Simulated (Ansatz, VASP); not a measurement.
## One calculation of NaI, two programs

Contents of POSCAR:

```
NaI
1.0
    0.0000000000      3.2296280802      3.2296280802
    3.2296280802      0.0000000000      3.2296280802
    3.2296280802      3.2296280802      0.0000000000
Na I
1 1
Direct
    0.0000000000      0.0000000000      0.0000000000
    0.5000000000      0.5000000000      0.5000000000
```

INCAR.step1

```
SYSTEM = NaI
ALGO = Normal
EDIFF = 1E-4
ENCUT = 520
GGA = PE
ISMEAR = 0
LASPH = .True.
LCHARG = .False.
LREAL = .False.
LWAVE = .True.
NBANDS = 14
NELM = 80
PREC = Accurate
SIGMA = 0.01
```

INCAR.step2

```
SYSTEM = NaI
ALGO = Normal
EDIFF = 1E-7
ENCUT = 520
ISIF = 2
ISMEAR = 0
ISTART = 1
LASPH = .True.
LCHARG = .False.
LMIXTAU = .True.
LREAL = .False.
LWAVE = .False.
METAGGA = R2SCAN
NBANDS = 14
NELM = 80
PREC = Accurate
SIGMA = 0.01
```

Contents of KPOINTS:

```
k-points
0
Gamma
  8 8 8
  0 0 0
```

Input for Ansatz:

```yaml
crystal:
  lattice:
    - [0.0, 3.2296280802, 3.2296280802]
    - [3.2296280802, 0.0, 3.2296280802]
    - [3.2296280802, 3.2296280802, 0.0]
  atoms:
    - { symbol: Na, position: [0.0, 0.0, 0.0] }
    - { symbol: I, position: [0.5, 0.5, 0.5] }
kpoints:
  mp_grid: { grid: [8, 8, 8] }
  band_path:
    path:
      - [0.0, 0.0, 0.0]
      - [0.5, 0.0, 0.5]
      - [0.625, 0.25, 0.625]
      - [0.375, 0.375, 0.75]
      - [0.5, 0.5, 0.5]
      - [0.5, 0.25, 0.75]
    npoints: 1
hamiltonian:
  xc: r2scan
scf:
  occupations: { method: fixed }
  n_extra_bands: 4
output:
  forces: true
  stress: true
  eigenvalues: true
```

Alike in both runs: task single point; functional r2SCAN; k mesh 8 × 8 × 8; no spin polarisation.

```csv
,VASP,Ansatz
version,VASP 6.6.1,Ansatz 0.2.0
potentials or method,"VASP PAW PBE potentials, release 64 (Na_pv, I)","plane waves, PAW"
plane-wave cutoff (eV),520,500
occupations,"gaussian, width 0.01 eV",fixed
valence electrons in the cell,14,26
```

|  | VASP | Ansatz | Ansatz less VASP |
| --- | --- | --- | --- |
| gap on the k mesh at the Fermi level (eV) | 4.46 | 4.45 | -0.009 |
| pressure (GPa) | -0.1 | 0.0 | +0.09 |

VASP's potentials were made for PBE, not for r2SCAN. VASP's potentials hold 14 valence electrons a cell and Ansatz's 26, so a difference there can come from the potentials and not from the codes.

Spin-orbit coupling is off throughout.
